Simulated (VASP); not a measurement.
# Si2Mo (MoSi2 type) (I4/mmm) in VASP: single point with LDA

Aim: the single point of Si2Mo (MoSi2 type) with LDA.

Program: VASP 6.6.1. These are calculated values, not measurements. Logs are shortened: lines on timing, memory, paths and dates and some standing lists are left out, and cuts for length are marked.

## (1) The cell of the first run

It takes space group I4/mmm (No. 139, tetragonal). The conventional cell has a = 3.174 Å, b = 3.174 Å, c = 7.778 Å, α = 90.00°, β = 90.00°, γ = 90.00°. Mo (site symmetry 4/mmm) has 10 Si at 2.58 to 2.61 Å and 4 Mo at 3.17 Å within 3.4 Å. Within 3.4 Å of Si (site symmetry 4mm) lie 9 Si at 2.56 to 3.17 Å and 5 Mo at 2.58 to 2.61 Å.

## (2) Single point, LDA (13.06 Å³/atom)

Contents of POSCAR:

```
Si2Mo
1.0
   -1.5870619610      1.5870619610      3.8887842763
    1.5870619610     -1.5870619610      3.8887842763
    1.5870619610      1.5870619610     -3.8887842763
Mo Si
1 2
Direct
    0.0000000000      0.0000000000      0.0000000000
    0.3352347194      0.3352347194      0.0000000000
   -0.3352347194     -0.3352347194      0.0000000000
```

Contents of INCAR.step1:

```
ALGO = Normal
EDIFF = 1E-7
ENCUT = 520
GGA = CA
ISIF = 2
ISMEAR = -1
LASPH = True
LCHARG = True
LMAXMIX = 4
LREAL = False
LWAVE = False
NBANDS = 18
NELM = 100
PREC = Accurate
SIGMA = 0.05
```

Contents of KPOINTS.step1:

```
k-points
0
Gamma
  15 15 15
```

Contents of INCAR.step2:

```
ALGO = Normal
EDIFF = 1E-7
ENCUT = 520
GGA = CA
ICHARG = 11
ISIF = 2
ISMEAR = -5
LASPH = True
LCHARG = False
LMAXMIX = 4
LORBIT = 10
LREAL = False
LWAVE = False
NEDOS = 1001
NELM = 100
PREC = Accurate
SIGMA = 0.05
```

Contents of KPOINTS.step2:

```
k-points
0
Gamma
  23 23 23
```

Potentials or basis: VASP PAW LDA potentials, release 64 (Mo_sv, Si).

The run is started by

```console
> cat potpaw_LDA.64/Mo_sv/POTCAR potpaw_LDA.64/Si/POTCAR > POTCAR
> cp INCAR.step1 INCAR
> cp KPOINTS.step1 KPOINTS
> mpirun -np 1 vasp_std > vasp.out
> cp INCAR.step2 INCAR
> cp KPOINTS.step2 KPOINTS
> mpirun -np 1 vasp_std > vasp.out
```

OUTCAR:

```text
EDIFF = 1E-7
   ENCUT = 520
   GGA = CA
   ICHARG = 11
   ISIF = 2
   ISMEAR = -5
   LASPH = True
   LORBIT = 10
   LREAL = False
   NELM = 100
   PREC = Accurate

 ion  position               nearest neighbor table
   1  0.000  0.000  0.000-   3 2.58   3 2.58   3 2.58   2 2.58   3 2.58   2 2.58   2 2.58   2 2.58
                             2 2.61   3 2.61
   2  0.335  0.335  0.000-   3 2.56   1 2.58   1 2.58   1 2.58   1 2.58   3 2.61   3 2.61   3 2.61
                             3 2.61   1 2.61
   3  0.665  0.665  0.000-   2 2.56   1 2.58   1 2.58   1 2.58   1 2.58   2 2.61   2 2.61   2 2.61
                             2 2.61   1 2.61

  LATTYP: Found a body centered tetragonal cell.
 ALAT       =     3.1741239220
 C/A-ratio  =     2.4503040032

  Lattice vectors:

 A1 = (  -1.5870619610,   1.5870619610,   3.8887842763)
 A2 = (   1.5870619610,  -1.5870619610,   3.8887842763)
 A3 = (   1.5870619610,   1.5870619610,  -3.8887842763)

Analysis of symmetry for initial positions (statically):
=====================================================================
 Subroutine PRICEL returns:
 Original cell was already a primitive cell.

 Routine SETGRP: Setting up the symmetry group for a
 body centered tetragonal supercell.

 Subroutine GETGRP returns: Found 16 space group operations
 (whereof 16 operations were pure point group operations)
 out of a pool of 16 trial point group operations.

The static configuration has the point symmetry D_4h.

Analysis of symmetry for dynamics (positions and initial velocities):
=====================================================================
 Subroutine PRICEL returns:
 Original cell was already a primitive cell.

 Routine SETGRP: Setting up the symmetry group for a
 body centered tetragonal supercell.

 Subroutine GETGRP returns: Found 16 space group operations
 (whereof 16 operations were pure point group operations)
 out of a pool of 16 trial point group operations.

The dynamic configuration has the point symmetry D_4h.

 Subroutine INISYM returns: Found 16 space group operations
 (whereof 16 operations are pure point group operations),
 and found     1 'primitive' translations

----------------------------------------------------------------------------------------

                                     Primitive cell

  volume of cell :      39.1797

[... 105 lines left out ...]
   EMIN   =  10.00;   EMAX   =-10.00  energy-range for DOS
   EFERMI =   0.00;   METHOD = LEGACY
   ISMEAR =    -5;   SIGMA  =   0.05  broadening in eV -4-tet -1-fermi 0-gaus
   EFERMI_NEDOS =   21; number of points for ismear=-14 and -15
   IALGO  =     38    algorithm
   IMIX   =      4    mixing-type and parameters
     AMIX     =   0.40;   BMIX     =  1.00
     AMIX_MAG =   1.60;   BMIX_MAG =  1.00
  volume/ion in A,a.u.               =      13.06        88.13
  Fermi-wavevector in a.u.,A,eV,Ry     =   1.350606  2.552274 24.818867  1.824135
  Thomas-Fermi vector in A             =   2.478096
   LORBIT       =     10    0 simple, 1 ext, 2 COOP (PROOUT), +10 PAW based schemes
   GGA     = CA    functional components
   LHFCALC =     F    Hartree Fock is set to
   AEXX    =    0.0000 exact exchange contribution
   IVDW    =     0    specifies the selected vdW correction
   LEPSILON=     F    determine dielectric tensor
   LRPA    =     F    only Hartree local field effects (RPA)
 non-spin polarized calculation
 Fermi weights with tetrahedron method with Bloechl corrections
  energy-cutoff  :      520.00
  volume of cell :       39.18
 maximum number of plane-waves:      1079
 NGX is ok and might be reduce to    36

 number of electron      22.0000000 magnetization

 Free energy of the ion-electron system (eV)
  ---------------------------------------------------
  ext. energy  EPLUGINS =         0.00000000
  ---------------------------------------------------
  free energy    TOTEN  =       -25.81880411 eV

  energy without entropy =      -25.81880411  energy(sigma->0) =      -25.81880411

 E-fermi :  12.5822     XC(G=0): -12.6774

 val. band max:       12.6201141813   @ k =  -0.4348  -0.4348   0.4348
 cond. band min:      12.5856065624   @ k =  -0.3913   0.4783   0.3478
 fundamental gap:     -0.0345076189
 Fermi energy:        12.5821746850

 k-point     1 :       0.0000    0.0000    0.0000
  band No.  band energies     occupation
      1     -47.7417      2.00000
      2     -22.1049      2.00000
      3     -22.0096      2.00000
      4     -22.0096      2.00000
      5      -0.9685      2.00000
      6       6.0568      2.00000
      7       9.2287      2.00000
      8       9.3853      2.00000
      9       9.9159      2.00000
     10       9.9159      2.00000
     11      12.9763      0.00000
     12      15.7749      0.00000
     13      15.8856      0.00000
     14      16.1763      0.00000
[... 401 lines left out ...]
      2     -22.2959      2.00000
      3     -22.0820      2.00000
      4     -21.9874      2.00000
      5       2.6542      2.00000
      6       3.3409      2.00000
      7       7.5848      2.00000
      8       8.0071      2.00000
      9       9.9311      2.00000
     10      10.0270      2.00000
     11      11.9480      2.00000
     12      14.8792      0.00000
     13      15.5172      0.00000
     14      16.7856      0.00000
     15      16.9725      0.00000

 [... further k-points ...]
[... 5 lines left out ...]
  --------------------------------------------------------------------------------------
  -------------------------------------------------------------------------------------
  Total        0.1693781      0.1693781      0.1879606      0.0000000     -0.0000000     -0.0000000
  in kB        6.9263789      6.9263789      7.6862742      0.0000000     -0.0000000     -0.0000000
  external PRESSURE =       7.1796774 kB  Pullay stress =       0.0000000 kB

 VOLUME and BASIS-vectors are now :
 -----------------------------------------------------------------------------
  energy-cutoff  :      520.00
  volume of cell :       39.18
      direct lattice vectors                 reciprocal lattice vectors
    -1.587061961  1.587061961  3.888784276     0.000000000  0.315047561  0.128574887
     1.587061961 -1.587061961  3.888784276     0.315047561  0.000000000  0.128574887
     1.587061961  1.587061961 -3.888784276     0.315047561  0.315047561  0.000000000

 POSITION                                       TOTAL-FORCE (eV/Angst)
 -----------------------------------------------------------------------------------
      0.00000      0.00000      0.00000         0.000000      0.000000     -0.000000
      0.00000      0.00000      2.60731        -0.000000     -0.000000     -0.001961
      0.00000      0.00000      5.17026         0.000000      0.000000      0.001961
 -----------------------------------------------------------------------------------
    total drift:                                0.000000      0.000000      0.000000

  FREE ENERGIE OF THE ION-ELECTRON SYSTEM (eV)
  ---------------------------------------------------
  free  energy   TOTEN  =       -25.8188041094 eV

  energy  without entropy=      -25.8188041094  energy(sigma->0) =      -25.81880411

 total charge

# of ion       s       p       d       tot
------------------------------------------
    1        2.296   6.220   4.259  12.775
    2        0.750   0.904   0.000   1.654
    3        0.750   0.904   0.000   1.654
--------------------------------------------------
tot          3.796   8.028   4.259  16.082
```

OUTCAR.step1:

```text
EDIFF = 1E-7
   ENCUT = 520
   GGA = CA
   ISIF = 2
[... 734 lines left out ...]
      0.00000      0.00000      0.00000         0.000000      0.000000      0.000000
      0.00000      0.00000      2.60731        -0.000000     -0.000000     -0.012206
      0.00000      0.00000      5.17026         0.000000      0.000000      0.012206
 -----------------------------------------------------------------------------------
    total drift:                                0.000000      0.000000     -0.000000

  FREE ENERGIE OF THE ION-ELECTRON SYSTEM (eV)
  ---------------------------------------------------
  free  energy   TOTEN  =       -25.8197464490 eV

  energy  without entropy=      -25.8176471936  energy(sigma->0) =      -25.81869682
```

Wall time 9.2 min (1 thread of Intel Xeon Platinum 8259CL at 2.50GHz (Skylake/Cascade Lake), shared host); peak memory 0.65 GiB.

What came out:

```yaml
Valence_electrons_inside_the_program's_atomic_spheres: Mo 12.78; Si 1.65
```
